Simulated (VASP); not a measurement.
Runs of VASP 6.6.1 on SnSe. The structure is that of space group Cmcm (No. 63), or close to it. The cells are those of the table. 

```tsv
cell	gap on the mesh (eV)	pressure (GPa)	largest force (eV/Å)
a = 6.412, b = 6.412, c = 4.085 Å, angles 90.0, 90.0, 139.6°, 4 atoms	none	-2.8	0.41
a = 6.584, b = 6.584, c = 3.875 Å, angles 90.0, 90.0, 139.6°, 4 atoms	none	-3.0	0.48
a = 6.042, b = 6.042, c = 4.601 Å, angles 90.0, 90.0, 139.6°, 4 atoms	(a)	-2.0	0.31
a = 5.869, b = 5.869, c = 4.876 Å, angles 90.0, 90.0, 139.6°, 4 atoms	0.32	(b)	0.75
```

Alike in all rows: task single point; level PBE+D3(BJ); potentials or basis VASP PAW PBE potentials, release 64 (Sn_d, Se); no spin polarisation; k mesh 8 × 8 × 8; cutoff (eV) 520; smearing gaussian 0.05 eV.

Task: Fill in the values left out.

Result: (a) 0.52; (b) -0.8.

Caveats: semilocal functionals underestimate gaps, and a narrow one can read as zero; spin-orbit coupling is left out, which moves the levels of the heavy elements; the stress differs along the axes, from -6 to 2 GPa (at least some runs); the stress differs along the axes, from -7 to 6 GPa (at least some runs).

A k mesh can miss the band edges, and the runs leave out spin-orbit coupling on Se, Sn.

A gap of «none» marks levels without a gap at the run's occupations.
